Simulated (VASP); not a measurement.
Input of a VASP 6.6.1 run:

Contents of INCAR:

```
SYSTEM = Ti
PREC     = Accurate       ! precision mode
ENCUT    = 520            ! plane-wave cutoff, eV
EDIFF    = 1E-6           ! SCF threshold, eV
ISMEAR   = 0              ! smearing method
SIGMA    = 0.1            ! smearing width, eV
LREAL    = .False.        ! projectors in reciprocal space
LASPH    = .True.         ! aspherical terms in the spheres
NELM     = 80             ! most SCF steps
ALGO     = Fast           ! electronic algorithm
ISIF     = 2              ! what is computed and relaxed
LWAVE    = .False.        ! write WAVECAR
LCHARG   = .False.        ! write CHGCAR
GGA      = PE             ! functional
NBANDS   = 19             ! bands
```

File KPOINTS:

```
regular mesh
0
Gamma
  18 18 10
  0 0 0
```

POSCAR

```
Ti
1.0
    2.9088974294      0.0000000000      0.0000000000
   -1.4544487147      2.5191790709      0.0000000000
    0.0000000000      0.0000000000      4.6034499572
Ti
2
Direct
    0.3333333333      0.6666666667      0.2500000000
    0.6666666667      0.3333333333      0.7500000000
```

Potentials or basis: VASP PAW PBE potentials, release 64 (Ti_sv).

Command:

```bash
$ cat potpaw_PBE.64/Ti_sv/POTCAR > POTCAR
$ mpirun -np 1 vasp_std > vasp.out
```

Predict the pressure.

3.1 GPa.

Predict the band gap on the k mesh.

zero (bands 12 and 13 overlap by 1.12 eV).

Stress tensor (GPa, compression positive):
```
3.09 0.00 0.00
0.00 3.09 0.00
0.00 0.00 3.17
```

Caveat: the cell stands under pressure.
